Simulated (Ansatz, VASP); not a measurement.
# One calculation of SrTa2O2, two programs

```
CELL_PARAMETERS angstrom
-3.08483 3.08483 2.80846
3.08483 -3.08483 2.80846
3.08483 3.08483 -2.80846
ATOMIC_POSITIONS crystal
Sr 0.00000 0.00000 0.00000
Ta 0.50000 0.00000 0.50000
Ta 0.00000 0.50000 0.50000
O 0.61970 0.61970 0.00000
O 0.38030 0.38030 0.00000
```

Alike in both runs: functional PBE; k mesh 10 × 10 × 10; occupations gaussian, width 0.1 eV; no spin polarisation.

Ansatz relaxed the structure, and its values are those at the end. VASP's run is a single point on that final structure, the one shown.

|  | VASP | Ansatz |
| --- | --- | --- |
| version | VASP 6.6.1 | Ansatz 0.2.0 |
| potentials or method | VASP PAW PBE potentials, release 64 (Sr_sv, Ta_pv, O), cutoff 520 eV | scalar-relativistic, plane waves, PAW |
| valence electrons in the cell | 44 | 48 |

|  | VASP | Ansatz | Ansatz less VASP |
| --- | --- | --- | --- |
| gap on the k mesh at the Fermi level (eV) | none | none | - |
| pressure (GPa) | 0.5 | 0.0 | -0.50 |
| rms of the force components (eV/Å) | 0.070 | 0.003 | -0.0669 |

A gap of «none» marks a metal or a gap that the smearing closes. The functional is the same, so the differences come from potentials, cutoffs and numerics. VASP's potentials hold 44 valence electrons a cell and Ansatz's 48, so a difference there can come from the potentials and not from the codes.

Neither program's run includes spin-orbit coupling.
